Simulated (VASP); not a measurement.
# Si2Mo (I4/mmm) in VASP: notebook

Aim: see how the results for Si2Mo move with the level of theory and the settings. Levels: LDA, PBEsol. Tasks: relaxation of cell and atoms, single point.

Program: VASP 6.6.1. These are calculated values, not measurements. Logs are shortened: lines on timing, memory, paths and dates and some standing lists are left out, and cuts for length are marked.

## Step 1: The cell of the first run

It takes space group I4/mmm (No. 139, tetragonal). Conventional cell: a = 3.200 Å, b = 3.200 Å, c = 7.861 Å, α = 90.00°, β = 90.00°, γ = 90.00°. Within 3.5 Å of Mo (site symmetry 4/mmm) lie 10 Si at 2.62 Å and 4 Mo at 3.20 Å. Si (site symmetry 4mm) has 9 Si at 2.61 to 3.20 Å and 5 Mo at 2.62 Å within 3.4 Å.

## Step 2: Relaxation of cell and atoms, LDA

The input, INCAR:

```
  ALGO = Normal
  EDIFF = 1E-6
  EDIFFG = -0.01
  ENCUT = 600
  IBRION = 2
  ISIF = 3
  ISMEAR = -1
  LASPH = True
  LCHARG = False
  LREAL = False
  LWAVE = False
  NELM = 80
  NSW = 60
  PREC = Accurate
  SIGMA = 0.05
```

The input, KPOINTS:

```
k-points
0
Gamma
  12 12 12
```

The input, POSCAR:

```
Si2Mo
1.0
   -1.6000000000      1.6000000000      3.9305000000
    1.6000000000     -1.6000000000      3.9305000000
    1.6000000000      1.6000000000     -3.9305000000
Mo Si
1 2
Direct
    0.0000000000      0.0000000000      0.0000000000
    0.6670000000      0.6670000000      0.0000000000
    0.3330000000      0.3330000000      0.0000000000
```

Potentials or basis: VASP PAW LDA potentials, release 64 (Mo_sv, Si).

Launch:

```bash
> cat potpaw_LDA.64/Mo_sv/POTCAR potpaw_LDA.64/Si/POTCAR > POTCAR
> mpirun -np 1 vasp_std > vasp.out
```

OUTCAR:

```text
EDIFF = 1E-6
   EDIFFG = -0.01
   ENCUT = 600
   IBRION = 2
   ISIF = 3
   ISMEAR = -1
   LASPH = True
   LREAL = False
   NELM = 80
   NSW = 60
   PREC = Accurate

 ion  position               nearest neighbor table
   1  0.000  0.000  0.000-   2 2.62   3 2.62   2 2.62   3 2.62   2 2.62   3 2.62   3 2.62   2 2.62
                             2 2.62   3 2.62
   2  0.667  0.667  0.000-   3 2.61   3 2.61   3 2.61   3 2.61   1 2.62   1 2.62   1 2.62   1 2.62
                             1 2.62   3 2.63
   3  0.333  0.333  0.000-   2 2.61   2 2.61   2 2.61   2 2.61   1 2.62   1 2.62   1 2.62   1 2.62
                             1 2.62   2 2.63

  LATTYP: Found a body centered tetragonal cell.
 ALAT       =     3.2000000000
 C/A-ratio  =     2.4565625000

  Lattice vectors:

 A1 = (  -1.6000000000,   1.6000000000,   3.9305000000)
 A2 = (   1.6000000000,  -1.6000000000,   3.9305000000)
 A3 = (   1.6000000000,   1.6000000000,  -3.9305000000)

Analysis of symmetry for initial positions (statically):
=====================================================================
 Subroutine PRICEL returns:
 Original cell was already a primitive cell.

 Routine SETGRP: Setting up the symmetry group for a
 body centered tetragonal supercell.

 Subroutine GETGRP returns: Found 16 space group operations
 (whereof 16 operations were pure point group operations)
 out of a pool of 16 trial point group operations.

The static configuration has the point symmetry D_4h.

Analysis of symmetry for dynamics (positions and initial velocities):
=====================================================================
 Subroutine PRICEL returns:
 Original cell was already a primitive cell.

 Routine SETGRP: Setting up the symmetry group for a
 body centered tetragonal supercell.

 Subroutine GETGRP returns: Found 16 space group operations
 (whereof 16 operations were pure point group operations)
 out of a pool of 16 trial point group operations.

The dynamic configuration has the point symmetry D_4h.

 Subroutine INISYM returns: Found 16 space group operations
 (whereof 16 operations are pure point group operations),
 and found     1 'primitive' translations

----------------------------------------------------------------------------------------

                                     Primitive cell

  volume of cell :      40.2483

  direct lattice vectors                    reciprocal lattice vectors
    -1.600000000  1.600000000  3.930500000     0.000000000  0.312500000  0.127210279
     1.600000000 -1.600000000  3.930500000     0.312500000  0.000000000  0.127210279
     1.600000000  1.600000000 -3.930500000     0.312500000  0.312500000  0.000000000

  length of vectors
     4.535287229  4.535287229  4.535287229     0.337399918  0.337399918  0.441941738

[... 108 lines left out ...]
   LHFCALC =     F    Hartree Fock is set to
   AEXX    =    0.0000 exact exchange contribution
   IVDW    =     0    specifies the selected vdW correction
   LEPSILON=     F    determine dielectric tensor
   LRPA    =     F    only Hartree local field effects (RPA)
 conjugate gradient relaxation of ions
 non-spin polarized calculation
  energy-cutoff  :      600.00
  volume of cell :       40.25
 maximum number of plane-waves:      1362
   NGX = 19   NGY = 19   NGZ = 19

--------------------------------------- Ionic step        1  -------------------------------------------

 number of electron      22.0000000 magnetization

 Free energy of the ion-electron system (eV)
  ---------------------------------------------------
  ext. energy  EPLUGINS =         0.00000000
  ---------------------------------------------------
  free energy    TOTEN  =       -25.79631644 eV

  energy without entropy =      -25.79407520  energy(sigma->0) =      -25.79519582

------------------------ aborting loop because EDIFF is reached ----------------------------------------

  FORCE on cell =-STRESS in cart. coord.  units (eV):
  Direction    XX          YY          ZZ          XY          YZ          ZX
  --------------------------------------------------------------------------------------
  -------------------------------------------------------------------------------------
  Total       -1.2386571     -1.2386571     -1.6988084      0.0000000      0.0000000      0.0000000
  in kB      -49.3076066    -49.3076066    -67.6249901      0.0000000      0.0000000      0.0000000
  external PRESSURE =     -55.4134011 kB  Pullay stress =       0.0000000 kB
[... 209 lines left out ...]
--------------------------------------- Ionic step        7  -------------------------------------------

 number of electron      22.0000000 magnetization

 Free energy of the ion-electron system (eV)
  ---------------------------------------------------
  ext. energy  EPLUGINS =         0.00000000
  ---------------------------------------------------
  free energy    TOTEN  =       -25.82008356 eV

  energy without entropy =      -25.81767358  energy(sigma->0) =      -25.81887857

 E-fermi :  12.5419     XC(G=0): -12.6658

 val. band max:       12.5009056948   @ k =  -0.4167   0.5000   0.3333
 cond. band min:      12.5491024196   @ k =   0.0833  -0.0000   0.0000
 fundamental gap:      0.0481967249
 Fermi energy:        12.5419408799

 k-point     1 :       0.0000    0.0000    0.0000
  band No.  band energies     occupation
      1     -47.7822      2.00000
      2     -22.1434      2.00000
      3     -22.0500      2.00000
      4     -22.0500      2.00000
      5      -0.9876      2.00000
      6       6.0355      2.00000
      7       9.1874      2.00000
      8       9.3600      2.00000
      9       9.8842      2.00000
     10       9.8842      2.00000
     11      12.9375      0.00073
     12      15.7449      0.00000
     13      15.8310      0.00000
     14      16.1316      0.00000
[... 401 lines left out ...]
      2     -22.3059      2.00000
      3     -22.1138      2.00000
      4     -22.0929      2.00000
      5       1.9935      2.00000
      6       4.5194      2.00000
      7       7.1209      2.00000
      8       8.5185      2.00000
      9       9.8372      2.00000
     10      10.4256      2.00000
     11      10.6417      2.00000
     12      14.6312      0.00000
     13      14.9177      0.00000
     14      16.3683      0.00000
     15      17.0760      0.00000

 [... further k-points ...]

------------------------ aborting loop because EDIFF is reached ----------------------------------------

  FORCE on cell =-STRESS in cart. coord.  units (eV):
  Direction    XX          YY          ZZ          XY          YZ          ZX
  --------------------------------------------------------------------------------------
  -------------------------------------------------------------------------------------
  Total        0.0170281      0.0170281      0.0292783      0.0000000      0.0000000      0.0000000
  in kB        0.6946241      0.6946241      1.1943471      0.0000000      0.0000000      0.0000000
  external PRESSURE =       0.8611985 kB  Pullay stress =       0.0000000 kB
[... 18 lines left out ...]
  FREE ENERGIE OF THE ION-ELECTRON SYSTEM (eV)
  ---------------------------------------------------
  free  energy   TOTEN  =       -25.8200835635 eV

  energy  without entropy=      -25.8176735804  energy(sigma->0) =      -25.81887857

 reached required accuracy - stopping structural energy minimisation
```

CONTCAR:

```text
Si2Mo
   1.00000000000000
    -1.5884007308012331    1.5884007308012331    3.8917634731043309
     1.5884007308012331   -1.5884007308012331    3.8917634731043309
     1.5884007308012331    1.5884007308012331   -3.8917634731043309
  Mo              Si
     1     2
Direct
     1.0000000000000000    1.0000000000000000    0.0000000000000000
     0.6647911771677069    0.6647911771677069    0.0000000000000000
     0.3352088228322933    0.3352088228322933    0.0000000000000000

  0.00000000E+00  0.00000000E+00  0.00000000E+00
  0.00000000E+00  0.00000000E+00  0.00000000E+00
  0.00000000E+00  0.00000000E+00  0.00000000E+00
```

Wall time 7.3 min (1 thread of Intel Xeon Platinum 8259CL at 2.50GHz (Skylake/Cascade Lake), shared host); peak memory 0.26 GiB.

Results:

```yaml
Free_energy: -25.8201 eV
Relaxed_volume: 13.09 Å³/atom
Relaxed_cell: a = 4.494 Å, b = 4.494 Å, c = 4.494 Å, α = 138.60°, β = 138.60°, γ = 59.99°
Space_group_after_relaxing_to_0.1_Å: I4/mmm (No. 139)
Energy_gained_by_relaxing: 7.9 meV/atom
Ionic_steps: 7
Pressure_after_relaxing: 0.1 GPa
Largest_force_after_relaxing: 0.006 eV/Å
Band_gap_on_the_k_mesh: zero (bands 11 and 12 overlap by 0.94 eV)
```

Forces in eV/Å, atoms in the order of the input:
```
Mo   0.000  0.000  0.000
Si   0.000  0.000  0.006
Si   0.000  0.000 -0.006
```

The path:
| step | energy change (eV) | largest force (eV/Å) | pressure (GPa) | volume (Å³) |
| --- | --- | --- | --- | --- |
| 1 | 0.0000 | 0.3656 | -5.54 | 40.25 |
| 2 | 0.0342 | 0.1273 | 11.17 | 37.60 |
| 3 | -0.0216 | 0.1991 | 0.31 | 39.21 |
| 4 | -0.0216 | 0.1952 | 0.41 | 39.18 |
| 5 | -0.0237 | 0.0260 | 0.13 | 39.26 |
| 6 | -0.0238 | 0.0014 | 0.10 | 39.27 |
| 7 | -0.0238 | 0.0055 | 0.09 | 39.28 |

Final structure:
```
CELL_PARAMETERS angstrom
-1.58840 1.58840 3.89176
1.58840 -1.58840 3.89176
1.58840 1.58840 -3.89176
ATOMIC_POSITIONS crystal
Mo 0.00000 0.00000 0.00000
Si 0.66479 0.66479 0.00000
Si 0.33521 0.33521 0.00000
```

LDA usually gives volumes a few per cent too small. Zero-point motion and thermal expansion aren't in these numbers.

## Step 3: Single point, PBEsol

This run uses another cell than the first one, of 12.88 Å³/atom.

The input, INCAR:

```
PREC = Accurate ; ENCUT = 520
EDIFF = 1E-7 ; ISMEAR = -1
SIGMA = 0.05 ; LREAL = False
LASPH = True ; NELM = 80
ALGO = Normal ; ISIF = 2
LWAVE = False ; LCHARG = False
GGA = PS ; NBANDS = 18
```

The input, KPOINTS:

```
regular mesh
0
Gamma
  10 10 10
```

The input, POSCAR:

```
Si2Mo
1.0
   -1.6000000000      1.6000000000      3.7732800000
    1.6000000000     -1.6000000000      3.7732800000
    1.6000000000      1.6000000000     -3.7732800000
Mo Si
1 2
Direct
    0.0000000000      0.0000000000      0.0000000000
    0.6652970368      0.6652970368      0.0000000000
    0.3347029632      0.3347029632      0.0000000000
```

Potentials or basis: VASP PAW PBE potentials, release 64 (Mo_sv, Si).

Launch:

```bash
> cat potpaw_PBE.64/Mo_sv/POTCAR potpaw_PBE.64/Si/POTCAR > POTCAR
> mpirun -np 1 vasp_std > vasp.out
```

It took 2.2 min on 1 thread of Intel Xeon 8259CL, shared host; peak memory 0.24 GiB.

It converged, with:

* Free energy: -24.9927 eV
* Pressure: 8.6 GPa
* Largest force: 0.003 eV/Å
* Band gap on the k mesh: zero (bands 11 and 12 overlap by 0.90 eV)

Forces on the atoms (eV/Å):
```
Mo   0.000  0.000  0.000
Si   0.000  0.000  0.003
Si   0.000  0.000 -0.003
```

Stress tensor (GPa, compression positive):
```
 2.42  0.00  0.00
 0.00  2.42  0.00
 0.00  0.00 21.02
```

Levels at points of the mesh, in eV from the Fermi level:
| k point | band 7 | band 8 | band 9 | band 10 | band 11 | band 12 | band 13 | band 14 | band 15 | band 16 |
| --- | --- | --- | --- | --- | --- | --- | --- | --- | --- | --- |
| (0.00, 0.00, 0.00) | -3.07 | -2.77 | -2.77 | -2.68 | 0.35 | 3.14 | 3.37 | 3.52 | 3.52 | 4.54 |
| (0.50, 0.00, 0.00) | -4.87 | -4.37 | -2.73 | -2.50 | -0.52 | 2.38 | 3.10 | 4.74 | 4.84 | 5.47 |
| (0.50, 0.50, 0.00) | -5.72 | -5.01 | -4.50 | -2.83 | -1.11 | 2.42 | 3.05 | 3.86 | 4.02 | 5.04 |
| (0.50, 0.50, 0.50) | -3.65 | -2.22 | -0.58 | -0.58 | -0.43 | -0.43 | 0.54 | 5.74 | 5.95 | 6.33 |

Caveat: the cell stands under pressure; the PAW data sets were made with another functional, which shifts forces and pressure a little.

## Step 4: Single point, PBEsol

This run uses another cell than the first one, of 13.15 Å³/atom.

The input, INCAR:

```
SYSTEM = Si2Mo
  PREC = Accurate
  ENCUT = 520
  EDIFF = 1E-7
  ISMEAR = -1
  SIGMA = 0.05
  LREAL = .FALSE.
  LASPH = .TRUE.
  NELM = 60
  ALGO = Normal
  ISIF = 2
  LWAVE = .FALSE.
  LCHARG = .FALSE.
  GGA = PS
  NBANDS = 18
```

The input, KPOINTS:

```
Automatic mesh
0
G
  10 10 10
  0 0 0
```

The input, POSCAR:

```
Si2Mo
1.0
   -1.6000000000      1.6000000000      3.8518900000
    1.6000000000     -1.6000000000      3.8518900000
    1.6000000000      1.6000000000     -3.8518900000
Mo Si
1 2
Direct
    0.0000000000      0.0000000000      0.0000000000
    0.6650095580      0.6650095580      0.0000000000
    0.3349904420      0.3349904420      0.0000000000
```

Launch:

```bash
> cat potpaw_PBE.64/Mo_sv/POTCAR potpaw_PBE.64/Si/POTCAR > POTCAR
> mpirun -np 1 vasp_std > vasp.out
```

Wall time 2.4 min (1 thread of Intel Xeon 8259CL, shared host); peak memory 0.24 GiB.

Results (log left out):

```
Free energy            : -25.0648 eV
Pressure               : 2.9 GPa
Largest force          : 0.005 eV/Å
Band gap on the k mesh : zero (bands 11 and 12 overlap by 0.98 eV)
```

Forces in eV/Å, atoms in the order of the input:
```
Mo   0.000  0.000  0.000
Si   0.000  0.000  0.005
Si   0.000  0.000 -0.005
```

Stress tensor (GPa, compression positive):
```
0.28 0.00 0.00
0.00 0.28 0.00
0.00 0.00 8.02
```

Levels at points of the mesh, in eV from the Fermi level:
```csv
k point,band 7,band 8,band 9,band 10,band 11,band 12,band 13,band 14,band 15,band 16
"(0.00, 0.00, 0.00)",-3.06,-3.05,-2.66,-2.66,0.39,3.18,3.28,3.54,3.54,4.34
"(0.50, 0.00, 0.00)",-4.91,-4.42,-2.63,-2.52,-0.49,2.34,3.13,4.41,4.52,5.50
"(0.50, 0.50, 0.00)",-5.66,-5.08,-4.45,-2.94,-1.15,2.38,2.91,3.50,3.68,4.90
"(0.50, 0.50, 0.50)",-3.59,-2.19,-0.49,-0.49,-0.49,-0.49,0.55,5.22,5.54,6.18
```

Caveat: the PAW data sets were made with another functional, which shifts forces and pressure a little.

## Step 5: Single point, PBEsol

This run uses another cell than the first one, of 13.28 Å³/atom.

The input, INCAR:

```
SYSTEM = Si2Mo
PREC = Accurate
ENCUT = 520
EDIFF = 1E-6
ISMEAR = -1
SIGMA = 0.05
LREAL = .FALSE.
LASPH = .TRUE.
NELM = 80
ALGO = Normal
ISIF = 2
LWAVE = .FALSE.
LCHARG = .TRUE.
GGA = PS
LELF = .TRUE.
LVHAR = .TRUE.
NBANDS = 18
```

The input, KPOINTS:

```
regular mesh
0
G
  10 10 10
  0 0 0
```

The input, POSCAR:

```
Si2Mo
1.0
   -1.6000000000      1.6000000000      3.8911950000
    1.6000000000     -1.6000000000      3.8911950000
    1.6000000000      1.6000000000     -3.8911950000
Mo Si
1 2
Direct
    0.0000000000      0.0000000000      0.0000000000
    0.6648082799      0.6648082799      0.0000000000
    0.3351917201      0.3351917201      0.0000000000
```

Launch:

```bash
> cat potpaw_PBE.64/Mo_sv/POTCAR potpaw_PBE.64/Si/POTCAR > POTCAR
> mpirun -np 1 vasp_std > vasp.out
```

Run time: 2.3 min. Hardware: 1 thread of Intel Xeon 8259CL, shared host; peak memory 0.24 GiB.

It converged, with:

| Item | Value |
| --- | --- |
| Free energy | -25.0778 eV |
| Pressure | 0.3 GPa |
| Largest force | 0.006 eV/Å |
| Band gap on the k mesh | zero (bands 11 and 12 overlap by 0.95 eV) |

Forces on the atoms (eV/Å):
```
Mo   0.000  0.000  0.000
Si   0.000  0.000  0.006
Si   0.000  0.000 -0.006
```

Stress tensor (GPa, compression positive):
```
-0.70  0.00  0.00
 0.00 -0.70  0.00
 0.00  0.00  2.33
```

Levels at points of the mesh, in eV from the Fermi level:
```csv
k point,band 9,band 10,band 11,band 12,band 13,band 14
"(0.00, 0.00, 0.00)",-2.61,-2.61,0.41,3.20,3.25,3.55
"(0.50, 0.00, 0.00)",-2.58,-2.54,-0.47,2.32,3.15,4.25
"(0.50, 0.50, 0.00)",-4.42,-2.99,-1.17,2.36,2.84,3.33
"(0.50, 0.50, 0.50)",-0.52,-0.52,-0.45,-0.45,0.55,4.97
```

Caveat: the PAW data sets were made with another functional, which shifts forces and pressure a little.

## Step 6: Single point, PBEsol

The input, INCAR:

```
SYSTEM = Si2Mo
  ALGO = Normal
  EDIFF = 1E-7
  ENCUT = 520
  GGA = PS
  ISIF = 2
  ISMEAR = -1
  LASPH = .TRUE.
  LCHARG = .FALSE.
  LREAL = .FALSE.
  LWAVE = .FALSE.
  NBANDS = 18
  NELM = 100
  PREC = Accurate
  SIGMA = 0.05
```

The input, KPOINTS:

```
k-points
0
G
  10 10 10
  0 0 0
```

The input, POSCAR:

```
Si2Mo
1.0
   -1.6000000000      1.6000000000      3.9305000000
    1.6000000000     -1.6000000000      3.9305000000
    1.6000000000      1.6000000000     -3.9305000000
Mo Si
1 2
Direct
    0.0000000000      0.0000000000      0.0000000000
    0.6645647366      0.6645647366      0.0000000000
    0.3354352634      0.3354352634      0.0000000000
```

Potentials or basis: VASP PAW PBE potentials, release 64 (Mo_sv, Si).

Launch:

```bash
> cat potpaw_PBE.64/Mo_sv/POTCAR potpaw_PBE.64/Si/POTCAR > POTCAR
> mpirun -np 1 vasp_std > vasp.out
```

Run time: 2.7 min. Hardware: 1 thread of Intel Xeon 8259CL, shared host; peak memory 0.24 GiB.

The run converged. Its results:

```yaml
Free_energy: -25.0770 eV
Pressure: -2.0 GPa
Largest_force: 0.008 eV/Å
Band_gap_on_the_k_mesh: zero (bands 11 and 12 overlap by 0.91 eV)
```

Forces on the atoms (eV/Å):
```
Mo   0.000  0.000  0.000
Si   0.000  0.000  0.008
Si   0.000  0.000 -0.008
```

Stress tensor (GPa, compression positive):
```
-1.64  0.00  0.00
 0.00 -1.64  0.00
 0.00  0.00 -2.87
```

Levels at points of the mesh, in eV from the Fermi level:
```
           k point  band 9  band 10  band 11  band 12  band 13  band 14
(0.00, 0.00, 0.00)   -2.56    -2.56     0.42     3.22     3.22     3.56
(0.50, 0.00, 0.00)   -2.55    -2.54    -0.46     2.29     3.17     4.09
(0.50, 0.50, 0.00)   -4.39    -3.04    -1.19     2.35     2.76     3.17
(0.50, 0.50, 0.50)   -0.54    -0.54    -0.41    -0.41     0.55     4.73
```

Caveat: the PAW data sets were made with another functional, which shifts forces and pressure a little.

## Step 7: Summary

```tsv
task	level	potentials or basis	cell	k mesh	cutoff (eV)	gap on the mesh (eV)	pressure (GPa)	largest force (eV/Å)
relaxation of cell and atoms	LDA	VASP PAW LDA potentials, release 64 (Mo_sv, Si)	relaxed from a = 4.535 Å, angles 138.7, 138.7, 59.9°, 3 atoms, atomic positions A	12 × 12 × 12	600	none	0.1	0.01
single point	PBEsol	VASP PAW PBE potentials, release 64 (Mo_sv, Si)	a = 4.400 Å, angles 137.3, 137.3, 61.9°, 3 atoms, atomic positions B	10 × 10 × 10	520	none	8.6	-
single point	PBEsol	VASP PAW PBE potentials, release 64 (Mo_sv, Si)	a = 4.467 Å, angles 138.0, 138.0, 60.9°, 3 atoms, atomic positions B	10 × 10 × 10	520	none	2.9	0.01
single point	PBEsol	VASP PAW PBE potentials, release 64 (Mo_sv, Si)	a = 4.501 Å, angles 138.4, 138.4, 60.4°, 3 atoms, atomic positions B	10 × 10 × 10	520	none	0.3	0.01
single point	PBEsol	VASP PAW PBE potentials, release 64 (Mo_sv, Si)	a = 4.535 Å, angles 138.7, 138.7, 59.9°, 3 atoms, atomic positions B	10 × 10 × 10	520	none	-2.0	0.01
```

Alike in all rows: no spin polarisation; smearing fermi-dirac 0.05 eV.

Caveats: the PAW data sets were made with another functional, which shifts forces and pressure a little (at least some runs); the cell stands under pressure (at least some runs).

Absolute energies hang on the potentials; compare differences alone.
